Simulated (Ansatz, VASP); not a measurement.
**LiF: VASP beside Ansatz**

```xyz
2
Lattice="0.0000 2.0543 2.0140 2.0140 0.0000 2.0140 2.0140 2.0543 0.0000" Properties=species:S:1:pos:R:3 pbc="T T T"
Li    0.0000    0.0000    0.0000
F     2.0140    2.0543    2.0140
```

Change from the starting cell: strain +0.0200 x Voigt [0, 1, 0, 0, 0, 0], atoms carried along.

Alike in both runs: task single point; functional PBE; k mesh 10 × 10 × 10; occupations gaussian, width 0.05 eV; no spin polarisation.

|  | VASP | Ansatz |
| --- | --- | --- |
| version | VASP 6.6.1 | Ansatz 0.2.0 |
| potentials or method | VASP PAW PBE potentials, release 64 (Li_sv, F), cutoff 520 eV | scalar-relativistic, plane waves, PAW |
| valence electrons in the cell | 10 | 10 |

```tsv
	VASP	Ansatz	Ansatz less VASP
gap on the k mesh at the Fermi level (eV)	8.88	8.89	+0.002
least direct gap on the mesh (eV)	8.88	8.89	+0.002
```

Noted on VASP's run: the cutoff is short for stress, so the pressure is rough.
